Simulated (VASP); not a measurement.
## Cr: single point with PBE+D3(BJ)

Cr:

```
CELL_PARAMETERS angstrom
1.14045 -2.40540 0.00000
1.14045 2.40540 0.00000
0.00000 0.00000 4.19455
ATOMIC_POSITIONS crystal
Cr 0.86062 0.13938 0.75000
Cr 0.13938 0.86062 0.25000
```

```
Program                : VASP 6.6.1
Task                   : single point
Functional             : PBE
Dispersion             : D3(BJ)
Potentials or basis    : VASP PAW PBE potentials, release 64 (Cr_pv)
Cutoff                 : 520 eV
k mesh                 : 13 × 13 × 7
Occupations            : fermi-dirac, width 0.05 eV
Spin                   : collinear spin, ferromagnetic start
Starting moments       : [3.0, 3.0] μB
Dipole correction      : no
Further INCAR settings : ALGO = Normal; EDIFF = 1e-07; NBANDS = 23
```

The pressure is -0.4 GPa, the largest force is 0.004 eV/Å and the band gap on the k mesh is zero (filled and empty bands overlap). The net moment is 0.00 μB per cell and the valence electrons inside the program's atomic spheres are Cr 11.11. The dispersion energy per atom is -0.497 eV.

Forces on the atoms (eV/Å):
```
Cr   0.000 -0.004  0.000
Cr   0.000  0.004  0.000
```

Stress tensor (GPa, compression positive):
```
-0.35  0.00  0.00
 0.00 -0.31  0.00
 0.00  0.00 -0.46
```

Levels at points of the mesh, in eV from the Fermi level:
Spin up:
| k point | band 8 | band 9 | band 10 | band 11 | band 12 | band 13 | band 14 | band 15 | band 16 | band 17 |
| --- | --- | --- | --- | --- | --- | --- | --- | --- | --- | --- |
| (0.00, 0.00, 0.00) | -4.30 | -2.07 | -1.83 | -0.40 | -0.25 | 0.47 | 0.97 | 1.07 | 1.64 | 2.11 |
Spin down:
```tsv
k point	band 10	band 11	band 12	band 13	band 14	band 15
(0.00, 0.00, 0.00)	-1.83	-0.40	-0.25	0.47	0.97	1.07
```

It took 100 s on 1 thread of Intel Xeon 6975P-C (shared host), peak memory 0.26 GiB.

Caveat: the starting moments collapsed, and a magnetic state may lie lower; pairwise dispersion overbinds metals, which lowers pressure and volume.
